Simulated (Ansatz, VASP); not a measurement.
**Si in VASP and in Ansatz**

```xyz
2
Lattice="0.0000 2.6457 2.6457 2.6457 0.0000 2.6457 2.6457 2.6457 0.0000" Properties=species:S:1:pos:R:3 pbc="T T T"
Si   -0.6614   -0.6614   -0.6614
Si    0.6614    0.6614    0.6614
```

Change from the starting cell: volume scaled by 0.94, LAPW.

Alike in both runs: task single point; functional LDA; k mesh 13 × 13 × 13; occupations fermi-dirac, width 0.1 eV; no spin polarisation.

|  | VASP | Ansatz |
| --- | --- | --- |
| version | VASP 6.6.1 | Ansatz 0.2.0 |
| potentials or method | VASP PAW LDA potentials, release 64 (Si), cutoff 520 eV | all-electron LAPW, scalar-relativistic |

|  | VASP | Ansatz | Ansatz less VASP |
| --- | --- | --- | --- |
| pressure (GPa) | 6.9 | 6.7 | -0.15 |

LDA's correlation is that of Perdew and Zunger in VASP and of Perdew and Wang (1992) in Ansatz. Ansatz ran all-electron here, and VASP with PAW potentials.
